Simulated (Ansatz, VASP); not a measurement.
HgS in VASP and in Ansatz

```
Hg S
1.0
     0.00000    2.96913    2.96913
     2.96913    0.00000    2.96913
     2.96913    2.96913    0.00000
Hg S
1 1
Direct
  0.00000 0.00000 0.00000
  0.75000 0.75000 0.75000
```

Alike in both runs: task single point; functional RPBE; k mesh 8 × 8 × 8; occupations gaussian, width 0.05 eV; no spin polarisation.

```csv
,VASP,Ansatz
version,VASP 6.6.1,Ansatz 0.2.0
potentials or method,"VASP PAW PBE potentials, release 64 (Hg, S), cutoff 500 eV","scalar-relativistic, plane waves, PAW"
valence electrons in the cell,18,26
```

VASP gave:

| Quantity | Value |
| --- | --- |
| gap on the k mesh at the Fermi level (eV) | none |
| pressure (GPa) | 3.8 |

Task: What did Ansatz give for the same quantities?

Result: gap on the k mesh at the Fermi level (eV): none; pressure (GPa): 3.6.

VASP's potentials were made for PBE, not for RPBE. A gap of «none» marks a metal or a gap that the smearing closes. VASP's potentials hold 18 valence electrons a cell and Ansatz's 26, so a difference there can come from the potentials and not from the codes.

Spin-orbit coupling is off throughout.
